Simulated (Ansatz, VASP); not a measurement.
# MnS in VASP and in Ansatz

INCAR

```
SYSTEM = MnS
ALGO     = Normal         ! electronic algorithm
EDIFF    = 1E-7           ! SCF threshold, eV
ENCUT    = 520            ! plane-wave cutoff, eV
GGA      = PE             ! functional
ISIF     = 2              ! what is computed and relaxed
ISMEAR   = -1             ! smearing method
ISPIN    = 2              ! spin polarisation
LASPH    = .True.         ! aspherical terms in the spheres
LCHARG   = .False.        ! write CHGCAR
LMAXMIX  = 4              ! l up to which the mixer works
LORBIT   = 11             ! projections on sites
LREAL    = .False.        ! projectors in reciprocal space
LWAVE    = .False.        ! write WAVECAR
MAGMOM   = 4.5 -4.5 0 0   ! initial moments
NBANDS   = 31             ! bands
NELM     = 150            ! most SCF steps
PREC     = Accurate       ! precision mode
SIGMA    = 0.05           ! smearing width, eV
```

KPOINTS

```
k-points
0
Gamma
  6 6 3
  0 0 0
```

File POSCAR:

```
MnS
1.0
    0.0000000000      2.6118000000      2.6118000000
    2.6118000000      0.0000000000      2.6118000000
    5.2236000000      5.2236000000      0.0000000000
Mn S
2 2
Direct
    0.0000000000      0.0000000000      0.0000000000
    0.0000000000      0.0000000000      0.5000000000
    0.5000000000      0.5000000000      0.2500000000
    0.5000000000      0.5000000000      0.7500000000
```

Input for Ansatz:

```yaml
crystal:
  lattice:
    - [0.0, 2.6118, 2.6118]
    - [2.6118, 0.0, 2.6118]
    - [5.2236, 5.2236, 0.0]
  atoms:
    - { symbol: Mn, position: [0.0, 0.0, 0.0], spin: 4.5 }
    - { symbol: Mn, position: [0.0, 0.0, 0.5], spin: -4.5 }
    - { symbol: S, position: [0.5, 0.5, 0.25] }
    - { symbol: S, position: [0.5, 0.5, 0.75] }
magnetization:
  spin_polarized: true
hamiltonian:
  xc: pbe
  pseudopotentials: { kind: paw }
basis:
  ecutwfc: 420
kpoints:
  mp_grid: { grid: [6, 6, 3] }
scf:
  occupations: { method: fermi_dirac, width: 0.05 }
output:
  forces: true
  stress: true
```

Alike in both runs: task single point; functional PBE; k mesh 6 × 6 × 3; occupations fermi-dirac, width 0.05 eV; collinear spin.

|  | VASP | Ansatz |
| --- | --- | --- |
| version | VASP 6.6.1 | Ansatz 0.2.0 |
| potentials or method | VASP PAW PBE potentials, release 64 (Mn_pv, S), cutoff 520 eV | PAW, plane waves, scalar-relativistic |
| valence electrons in the cell | 38 | 42 |

Ansatz gave:

| Property | Result |
| --- | --- |
| pressure (GPa) | -3.7 |
| traceless stress, the component that is largest in VASP (GPa) | -0.23 |
| net moment per atom (μB) | 0.00 |
| size of the moment on the site where the two differ most (μB) | 4.17 |

Q: Estimate VASP's values.

A: Pressure (GPa): -3.7; traceless stress, the component that is largest in VASP (GPa): -0.22; net moment per atom (μB): 0.00; size of the moment on the site where the two differ most (μB): 4.21.

Site moments also hang on the region over which each program counts them. VASP's potentials hold 38 valence electrons a cell and Ansatz's 42, so a difference there can come from the potentials and not from the codes.
